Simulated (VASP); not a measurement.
## NiO: single point with PBE

Crystal: NiO.

```xyz
2
Lattice="2.8003 0.0000 0.0000 0.0000 2.8003 0.0000 0.0000 0.0000 3.3605" Properties=species:S:1:pos:R:3 pbc="T T T"
Ni    0.0000    0.0000    1.6802
O     0.0000    0.0000    0.0000
```

The cell was generated, and may not be a known phase.

```yaml
Program: VASP 6.6.1
Task: single point
Functional: PBE
Potentials_or_basis: VASP PAW PBE potentials, release 64 (Ni_sv_GW, O)
Cutoff: 700 eV
k_mesh: 6 × 6 × 6
Occupations: gaussian, width 0.1 eV
Spin: collinear spin, ferromagnetic start
Starting_moments: "[2.0, 0.0] μB"
Dipole_correction: no
Further_INCAR_settings: ALGO = Normal; EDIFF = 1e-06; NBANDS = 23
```

| Item | Value |
| --- | --- |
| Pressure | -0.3 GPa |
| Band gap on the k mesh | zero (filled and empty bands overlap) |
| Net moment | 0.00 μB per cell |
| Valence electrons inside the program's atomic spheres | Ni 16.37; O 4.97 |

Stress tensor (GPa, compression positive):
```
-0.32  0.00  0.00
 0.00 -0.32  0.00
 0.00  0.00 -0.15
```

Levels at points of the mesh, in eV from the Fermi level:
Spin up:
| k point | band 10 | band 11 | band 12 | band 13 | band 14 | band 15 |
| --- | --- | --- | --- | --- | --- | --- |
| (0.00, 0.00, 0.00) | -2.13 | -1.86 | -1.86 | -0.79 | 2.61 | 13.46 |
| (0.50, 0.00, 0.00) | -1.87 | -1.81 | -1.19 | -0.66 | 4.77 | 6.66 |
| (0.50, 0.50, 0.00) | -2.29 | -2.18 | -0.76 | -0.48 | 8.35 | 8.35 |
| (0.00, 0.00, 0.50) | -2.07 | -0.78 | 0.86 | 0.86 | 7.43 | 7.53 |
| (0.50, 0.00, 0.50) | -1.16 | 0.26 | 0.55 | 0.92 | 2.69 | 10.53 |
| (0.50, 0.50, 0.50) | -0.47 | 0.38 | 0.38 | 1.72 | 6.26 | 6.26 |
Spin down:
```tsv
k point	band 8	band 9	band 10	band 11	band 12	band 13	band 14	band 15	band 16	band 17
(0.00, 0.00, 0.00)	-2.13	-2.13	-2.13	-1.86	-1.86	-0.79	2.61	13.46	13.70	15.71
(0.50, 0.00, 0.00)	-2.45	-2.41	-1.87	-1.81	-1.19	-0.66	4.77	6.66	15.44	17.70
(0.50, 0.50, 0.00)	-4.01	-2.30	-2.30	-2.18	-0.76	-0.48	8.35	8.35	8.61	13.38
(0.00, 0.00, 0.50)	-4.10	-3.37	-2.07	-0.78	0.86	0.86	7.43	7.53	15.69	15.69
(0.50, 0.00, 0.50)	-3.94	-2.14	-1.16	0.26	0.55	0.92	2.69	10.53	12.61	13.25
(0.50, 0.50, 0.50)	-5.51	-2.04	-0.47	0.38	0.38	1.72	6.26	6.26	10.88	11.43
```

It took 110 s on 1 thread of AMD EPYC 7R13 Processor (Zen 3), with other jobs on the host, peak memory 0.18 GiB.

Caveat: the k points lie up to 0.37 Å⁻¹ apart, too coarse for converged energies and pressures of a metal; the moments typed at the start vanished in this run; semilocal functionals often make such compounds metallic where correlation or magnetic order opens a gap, which also shifts bond lengths. With open d or f shells a metallic result of PBE can be an artefact of self-interaction; +U or a hybrid may open a gap.
